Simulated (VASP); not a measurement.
# SiS2 (Ibam) in VASP: relaxation of shape and atoms at fixed volume with r2SCAN

Aim: the relaxation of shape and atoms at fixed volume of SiS2 with r2SCAN.

Everything below comes from runs of VASP 6.6.1. Logs are shortened: lines on timing, memory, paths and dates and some standing lists are left out, and cuts for length are marked.

### 1 The cell of the first run

The structure is orthorhombic, space group Ibam (No. 72). Conventional cell: a = 6.265 Å, b = 10.652 Å, c = 5.594 Å, α = 90.00°, β = 90.00°, γ = 90.00°. Within 2.8 Å of Si (site symmetry 222) lie 4 S at 2.15 Å and 2 Si at 2.80 Å. S (site symmetry m) has 2 Si at 2.15 Å within 2.8 Å.

### 2 Relaxation of shape and atoms at fixed volume, r2SCAN

POSCAR reads:

```
SiS2
1.0
   -3.1325467106      5.3258938010      2.7967631280
    3.1325467106     -5.3258938010      2.7967631280
    3.1325467106      5.3258938010     -2.7967631280
Si S
2 4
Direct
    0.7500000000      0.7500000000      0.0000000000
    0.2500000000      0.2500000000      0.0000000000
    0.8923950924      0.8146165186      0.7070116110
    0.1076049076      0.1853834814      0.2929883890
    0.3923950924      0.6853834814      0.0777785738
    0.6076049076      0.3146165186      0.9222214262
```

INCAR.step1 reads:

```
ALGO = Normal
EDIFF = 1E-5
EDIFFG = -0.005
ENCUT = 550
GGA = PE
GGA_COMPAT = F
IBRION = 2
ISIF = 3
ISMEAR = 0
LASPH = T
LCHARG = F
LREAL = F
LWAVE = T
NELM = 120
NELMIN = 4
NSW = 100
PREC = Accurate
SIGMA = 0.05
```

INCAR.step2 reads:

```
ALGO = Normal
EDIFF = 1E-7
EDIFFG = -0.02
ENCUT = 550
GGA_COMPAT = F
IBRION = 2
ISIF = 4
ISMEAR = 0
ISTART = 1
LASPH = T
LCHARG = F
LMIXTAU = T
LREAL = F
LWAVE = F
METAGGA = R2SCAN
NELM = 120
NELMIN = 4
NSW = 60
PREC = Accurate
SIGMA = 0.05
```

KPOINTS reads:

```
k-points
0
Gamma
  6 6 6
```

Potentials or basis: VASP PAW PBE potentials, release 64 (Si, S).

On the command line:

```console
> cat potpaw_PBE.64/Si/POTCAR potpaw_PBE.64/S/POTCAR > POTCAR
> cp INCAR.step1 INCAR
> mpirun -np 1 vasp_std > vasp.out
> cp INCAR.step2 INCAR
> mpirun -np 1 vasp_std > vasp.out
```

OUTCAR:

```text
EDIFF = 1E-7
   EDIFFG = -0.02
   ENCUT = 550
   IBRION = 2
   ISIF = 4
   ISMEAR = 0
   ISTART = 1
   LASPH = T
   LREAL = F
   METAGGA = R2SCAN
   NELM = 120
   NELMIN = 4
   NSW = 60
   PREC = Accurate

 ion  position               nearest neighbor table
   1  0.750  0.750  0.000-   3 2.15   4 2.15   5 2.15   6 2.15   2 2.80   2 2.80
   2  0.250  0.250  0.000-   3 2.15   4 2.15   5 2.15   6 2.15   1 2.80   1 2.80
   3  0.892  0.815  0.707-   1 2.15   2 2.15
   4  0.108  0.185  0.293-   1 2.15   2 2.15
   5  0.392  0.685  0.078-   1 2.15   2 2.15
   6  0.608  0.315  0.922-   1 2.15   2 2.15

  LATTYP: Found a body centered orthorhombic cell.
 ALAT       =     5.5935262560
 B/A-ratio  =     1.1200615023
 C/A-ratio  =     1.9043063560

  Lattice vectors:

 A1 = (   3.1325467106,   5.3258938010,  -2.7967631280)
 A2 = (  -3.1325467106,   5.3258938010,   2.7967631280)
 A3 = (   3.1325467106,  -5.3258938010,   2.7967631280)

Analysis of symmetry for initial positions (statically):
=====================================================================
 Subroutine PRICEL returns:
 Original cell was already a primitive cell.

 Routine SETGRP: Setting up the symmetry group for a
 body centered orthorhombic supercell.

 Subroutine GETGRP returns: Found  8 space group operations
 (whereof  4 operations were pure point group operations)
 out of a pool of  8 trial point group operations.

The static configuration has the point symmetry C_2h.
 The point group associated with its full space group is D_2h.

Analysis of symmetry for dynamics (positions and initial velocities):
=====================================================================
 Subroutine PRICEL returns:
 Original cell was already a primitive cell.

 Routine SETGRP: Setting up the symmetry group for a
 body centered orthorhombic supercell.

 Subroutine GETGRP returns: Found  8 space group operations
 (whereof  4 operations were pure point group operations)
 out of a pool of  8 trial point group operations.

The dynamic configuration has the point symmetry C_2h.
 The point group associated with its full space group is D_2h.

 Subroutine INISYM returns: Found  8 space group operations
 (whereof  4 operations are pure point group operations),
 and found     1 'primitive' translations

[... 109 lines left out ...]
   ISYM   =      2    0-nonsym 1-usesym 2-fastsym
   POTIM  = 0.5000    time-step for ionic-motion
   TEBEG  =    0.0;   TEEND  =   0.0 temperature during run
   PSTRESS=    0.0 pullay stress
   NELECT =      32.0000    total number of electrons
   NUPDOWN=      -1.0000    fix difference up-down
   EMIN   =  10.00;   EMAX   =-10.00  energy-range for DOS
   EFERMI =   0.00;   METHOD = LEGACY
   ISMEAR =     0;   SIGMA  =   0.05  broadening in eV -4-tet -1-fermi 0-gaus
   EFERMI_NEDOS =   21; number of points for ismear=-14 and -15
   IALGO  =     38    algorithm
   IMIX   =      4    mixing-type and parameters
     AMIX     =   0.40;   BMIX     =  1.00
     AMIX_MAG =   1.60;   BMIX_MAG =  1.00
  volume/ion in A,a.u.               =      31.11       209.92
  Fermi-wavevector in a.u.,A,eV,Ry     =   0.909473  1.718654 11.253926  0.827140
  Thomas-Fermi vector in A             =   2.033521
   LORBIT       =      0    0 simple, 1 ext, 2 COOP (PROOUT), +10 PAW based schemes
   METAGGA = R2SCAN    functional components
   LHFCALC =     F    Hartree Fock is set to
   AEXX    =    0.0000 exact exchange contribution
   IVDW    =     0    specifies the selected vdW correction
   LEPSILON=     F    determine dielectric tensor
   LRPA    =     F    only Hartree local field effects (RPA)
 conjugate gradient relaxation of ions
 non-spin polarized calculation
 Gauss-broadening in eV      SIGMA  =   0.05
  energy-cutoff  :      550.00
  volume of cell :      186.64
 maximum number of plane-waves:      5500
 NGX is ok and might be reduce to    54
   NGX = 25   NGY = 25   NGZ = 25

--------------------------------------- Ionic step        1  -------------------------------------------

 number of electron      32.0000001 magnetization

 Free energy of the ion-electron system (eV)
  ---------------------------------------------------
  ext. energy  EPLUGINS =         0.00000000
  ---------------------------------------------------
  free energy    TOTEN  =       -54.11865573 eV

  energy without entropy =      -54.11865573  energy(sigma->0) =      -54.11865573

------------------------ aborting loop because EDIFF is reached ----------------------------------------

  FORCE on cell =-STRESS in cart. coord.  units (eV):
  Direction    XX          YY          ZZ          XY          YZ          ZX
  --------------------------------------------------------------------------------------
  -------------------------------------------------------------------------------------
  Total       -1.6214758     -1.5801514     -2.1363381      0.0000000      0.0000000      0.0000000
  in kB      -13.9192330    -13.5644921    -18.3389655      0.0000000      0.0000000      0.0000000
  external PRESSURE =     -15.2742302 kB  Pullay stress =       0.0000000 kB
[... 107 lines left out ...]
--------------------------------------- Ionic step        4  -------------------------------------------

 number of electron      32.0000002 magnetization

 Free energy of the ion-electron system (eV)
  ---------------------------------------------------
  ext. energy  EPLUGINS =         0.00000000
  ---------------------------------------------------
  free energy    TOTEN  =       -54.13297215 eV

  energy without entropy =      -54.13297215  energy(sigma->0) =      -54.13297215

 E-fermi :   0.2669     XC(G=0):  -7.4295

 val. band max:        0.0294945617   @ k =  -0.3333   0.3333   0.1667
 cond. band min:       3.5638871232   @ k =  -0.3333  -0.3333   0.3333
 fundamental gap:      3.5343925614
 Fermi energy:         0.2668518713

 k-point     1 :       0.0000    0.0000    0.0000
  band No.  band energies     occupation
      1     -15.0417      2.00000
      2     -12.9695      2.00000
      3     -12.3640      2.00000
      4     -12.3207      2.00000
      5      -7.6834      2.00000
      6      -5.7326      2.00000
[... 541 lines left out ...]
     19       5.2638      0.00000
     20       5.2638      0.00000

 [... further k-points ...]

------------------------ aborting loop because EDIFF is reached ----------------------------------------

  FORCE on cell =-STRESS in cart. coord.  units (eV):
  Direction    XX          YY          ZZ          XY          YZ          ZX
  --------------------------------------------------------------------------------------
  -------------------------------------------------------------------------------------
  Total       -0.4309379     -0.4282932     -0.5400322      0.0000000      0.0000000      0.0000000
  in kB       -3.6993000     -3.6765967     -4.6357981      0.0000000      0.0000000      0.0000000
  external PRESSURE =      -4.0038983 kB  Pullay stress =       0.0000000 kB
[... 21 lines left out ...]
  FREE ENERGIE OF THE ION-ELECTRON SYSTEM (eV)
  ---------------------------------------------------
  free  energy   TOTEN  =       -54.1329721501 eV

  energy  without entropy=      -54.1329721501  energy(sigma->0) =      -54.13297215

 reached required accuracy - stopping structural energy minimisation
```

Wall time 74 min (1 thread of Intel Xeon Platinum 8488C (Sapphire Rapids), shared host); peak memory 0.54 GiB.

Results:

* Free energy: -54.1330 eV
* Energy gained by relaxing: 2.4 meV/atom
* Ionic steps: 4
* Pressure after relaxing: -0.4 GPa
* Largest force after relaxing: 0.012 eV/Å
* Band gap on the k mesh: 3.53 eV (least direct gap 3.91 eV)

Forces on the atoms (eV/Å):
```
Si   0.000  0.000  0.000
Si   0.000  0.000  0.000
S    0.004 -0.011  0.000
S   -0.004  0.011  0.000
S   -0.004 -0.011  0.000
S    0.004  0.011  0.000
```

Stress tensor (GPa, compression positive):
```
-0.37  0.00  0.00
 0.00 -0.37  0.00
 0.00  0.00 -0.46
```

Step by step:
| step | energy change (eV) | largest force (eV/Å) | pressure (GPa) | volume (Å³) |
| --- | --- | --- | --- | --- |
| 1 | 0.0000 | 0.3539 | -1.53 | 186.64 |
| 2 | -0.0136 | 0.0121 | -0.50 | 186.64 |
| 3 | -0.0137 | 0.0210 | -0.45 | 186.64 |
| 4 | -0.0143 | 0.0122 | -0.40 | 186.64 |

Final structure:
```yaml
crystal:
  lattice:
    - [-3.14036, 5.34125, 2.78178]
    - [3.14036, -5.34125, 2.78178]
    - [3.14036, 5.34125, -2.78178]
  atoms:
    - { symbol: Si, position: [0.75000, 0.75000, 0.00000] }
    - { symbol: Si, position: [0.25000, 0.25000, 0.00000] }
    - { symbol: S, position: [0.89348, 0.81676, 0.71024] }
    - { symbol: S, position: [0.10652, 0.18324, 0.28976] }
    - { symbol: S, position: [0.39348, 0.68324, 0.07671] }
    - { symbol: S, position: [0.60652, 0.31676, 0.92329] }
```

Caveat: the PAW data sets were made with another functional, which shifts forces and pressure a little. A k mesh can miss the band edges.
